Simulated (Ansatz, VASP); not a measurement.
# One calculation of Mo, two programs

The input INCAR:

```
PREC = Accurate
ENCUT = 520
EDIFF = 1E-7
ISMEAR = 0
SIGMA = 0.15
LREAL = F
LASPH = T
NELM = 60
ALGO = Fast
ISIF = 2
LWAVE = F
LCHARG = T
GGA = CA
LELF = T
LVHAR = T
NBANDS = 13
```

The input KPOINTS:

```
Automatic mesh
0
Gamma
  20 20 20
```

File POSCAR:

```
Mo
1.0
    0.0000000000      1.9142500000      1.9142500000
    2.0150000000     -0.1007500000      2.0150000000
    2.0150000000      2.0150000000     -0.1007500000
Mo
1
Direct
    0.0000000000      0.0000000000      0.0000000000
```

Input for Ansatz:

```yaml
crystal:
  lattice:
    - [0.0, 1.91425, 1.91425]
    - [2.015, -0.10075, 2.015]
    - [2.015, 2.015, -0.10075]
  atoms:
    - { symbol: Mo, position: [0.0, 0.0, 0.0] }
basis:
  ecutwfc: 420
kpoints:
  mp_grid: { grid: [20, 20, 20] }
hamiltonian:
  xc: lda
scf:
  occupations: { method: gaussian, width: 0.15 }
output:
  forces: true
  stress: true
  eigenvalues: true
```

Change from the starting cell: strain -0.1000 x Voigt [0, 0, 0, 1, 0, 0], atoms carried along.

Alike in both runs: task single point; functional LDA; k mesh 20 × 20 × 20; occupations gaussian, width 0.15 eV; no spin polarisation.

|  | VASP | Ansatz |
| --- | --- | --- |
| version | VASP 6.6.1 | Ansatz 0.2.0 |
| potentials or method | VASP PAW LDA potentials, release 64 (Mo_sv), cutoff 520 eV | scalar-relativistic, plane waves, PAW |
| valence electrons in the cell | 14 | 14 |

```tsv
	VASP	Ansatz	Ansatz less VASP
gap on the k mesh at the Fermi level (eV)	none	none	-
pressure (GPa)	-13.6	-14.5	-0.92
traceless stress, the component that is largest in VASP (GPa)	2.29	2.30	+0.008
```

LDA's correlation is that of Perdew and Zunger in VASP and of Perdew and Wang (1992) in Ansatz. A gap of «none» marks a metal or a gap that the smearing closes.
